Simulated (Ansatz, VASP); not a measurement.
## Cs: VASP beside Ansatz

INCAR

```
SYSTEM = Cs
ALGO     = Normal         ! electronic algorithm
EDIFF    = 1E-7           ! SCF threshold, eV
ENCUT    = 520            ! plane-wave cutoff, eV
GGA      = RE             ! functional
ISIF     = 2              ! what is computed and relaxed
ISMEAR   = -1             ! smearing method
LASPH    = .True.         ! aspherical terms in the spheres
LCHARG   = .False.        ! write CHGCAR
LREAL    = .False.        ! projectors in reciprocal space
LWAVE    = .False.        ! write WAVECAR
NBANDS   = 20             ! bands
NELM     = 100            ! most SCF steps
PREC     = Accurate       ! precision mode
SIGMA    = 0.1            ! smearing width, eV
```

The input KPOINTS:

```
k-points
0
Gamma
  5 5 7
  0 0 0
```

Contents of POSCAR:

```
Cs
1.0
    8.7036448775      0.0000000000      0.0000000000
   -4.3518224388      7.5375775694      0.0000000000
    0.0000000000      0.0000000000      5.2272830042
Cs
3
Direct
    0.0000000000      0.0000000000      0.0000000000
    0.3333333333      0.6666666667      0.5000000000
    0.6666666667      0.3333333333      0.5000000000
```

Input for Ansatz:

```yaml
crystal:
  lattice:
    - [8.7036448775, 0.0, 0.0]
    - [-4.3518224388, 7.5375775694, 0.0]
    - [0.0, 0.0, 5.2272830042]
  atoms:
    - { symbol: Cs, position: [0.0, 0.0, 0.0] }
    - { symbol: Cs, position: [0.3333333333, 0.6666666667, 0.5] }
    - { symbol: Cs, position: [0.6666666667, 0.3333333333, 0.5] }
hamiltonian:
  xc: revpbe
  pseudopotentials:
    kind: paw
    azcp:
      Cs: "pseudopotentials/Cs.paw.azcp"
basis:
  ecutwfc: 420
  fft_grid_basis: typed
kpoints:
  mp_grid: { grid: [5, 5, 7], shift: [0, 0, 0] }
magnetization:
  spin_polarized: false
scf:
  occupations: { method: fermi_dirac, width: 0.1 }
  lower_state_search: "off"
output:
  stress: true
  write_density: true
  write_potential: true
  elf: true
  volumetric_format: npy
```

Alike in both runs: task single point; functional revPBE; k mesh 5 × 5 × 7; occupations fermi-dirac, width 0.1 eV; no spin polarisation.

|  | VASP | Ansatz |
| --- | --- | --- |
| version | VASP 6.6.1 | Ansatz 0.2.0 |
| potentials or method | VASP PAW PBE potentials, release 64 (Cs_sv), cutoff 520 eV | plane waves (420 eV) with PAW, scalar-relativistic |
| valence electrons in the cell | 27 | 27 |

```csv
,VASP,Ansatz,Ansatz less VASP
pressure (GPa),0.3,0.3,+0.01
```

VASP's potentials were made for PBE, not for revPBE.

Spin-orbit coupling is off throughout.
